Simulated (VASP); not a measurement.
A run of VASP 6.6.1:

Contents of INCAR:

```
PREC = Accurate
ENCUT = 520
EDIFF = 1E-6
ISMEAR = -1
SIGMA = 0.05
LREAL = False
LASPH = True
NELM = 60
ALGO = Normal
ISIF = 2
LWAVE = False
LCHARG = False
GGA = PE
NBANDS = 20
```

The input KPOINTS:

```
Automatic mesh
0
Gamma
  10 10 2
```

Contents of POSCAR:

```
WS2
1.0
    3.1621498298      0.0000000000      0.0000000000
   -1.5810749149      2.7385020831      0.0000000000
    0.0000000000      0.0000000000     16.8368121945
W S
1 2
Direct
    0.0000000000      0.0000000000      0.0000000000
    0.3333333333      0.6666666667      0.0920005100
    0.3333333333      0.6666666667      0.9079994900
```

Potentials or basis: VASP PAW PBE potentials, release 64 (W_sv, S).

Run with:

```bash
$ cat potpaw_PBE.64/W_sv/POTCAR potpaw_PBE.64/S/POTCAR > POTCAR
$ mpirun -np 1 vasp_std > vasp.out
```

Hardware: 1 thread of AMD EPYC 7R43 64-Core Processor (Zen 3) (shared host).

Estimate the wall time of this run.

It took 100 s on 1 thread of AMD EPYC 7R43 64-Core Processor (Zen 3), on a shared host, peak memory 0.23 GiB. Counts: scf iterations 21, k points 28.
